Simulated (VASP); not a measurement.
Write the native input for VASP 6.6.1 that does the following.

```yaml
Task: single point
Functional: PBEsol
Potentials_or_basis: VASP PAW PBE potentials, release 64 (Rh_pv)
Cutoff: 520 eV
k_mesh: 18 × 18 × 6
Occupations: gaussian, width 0.15 eV
Spin: no spin polarisation
Dipole_correction: no
Further_INCAR_settings: ALGO = Fast; EDIFF = 1e-07; NBANDS = 38
```

The structure of Rh lies in POSCAR:

```
Rh
1.0
    2.6755648908      0.0000000000      0.0000000000
   -1.3377824454      2.3171071649      0.0000000000
    0.0000000000      0.0000000000      9.4257000000
Rh
4
Direct
    0.0000000000      0.0000000000      0.0000000000
    0.3333333333      0.6666666667      0.2500000000
    0.0000000000      0.0000000000      0.5000000000
    0.6666666667      0.3333333333      0.7500000000
```

This isn't the form of Rh at room conditions, which is fcc.

The input as run:

INCAR

```
  PREC = Accurate
  ENCUT = 520
  EDIFF = 1E-7
  ISMEAR = 0
  SIGMA = 0.15
  LREAL = False
  LASPH = True
  NELM = 100
  ALGO = Fast
  ISIF = 2
  LWAVE = False
  LCHARG = False
  GGA = PS
  NBANDS = 38
```

KPOINTS

```
Automatic mesh
0
Gamma
  18 18 6
```

Potentials or basis: VASP PAW PBE potentials, release 64 (Rh_pv).

The run is started by

```console
$ cat potpaw_PBE.64/Rh_pv/POTCAR > POTCAR
$ mpirun -np 1 vasp_std > vasp.out
```

It gave:

```json
{"Pressure": "-16.8 GPa", "Band gap on the k mesh": "zero (bands 30 and 31 overlap by 1.92 eV)"}
```

Caveat: the cell stands under tension; the PAW data sets were made with another functional, which shifts forces and pressure a little.

It took 7.5 min on 1 thread of Intel Xeon 8259CL, on a shared host, peak memory 0.34 GiB.
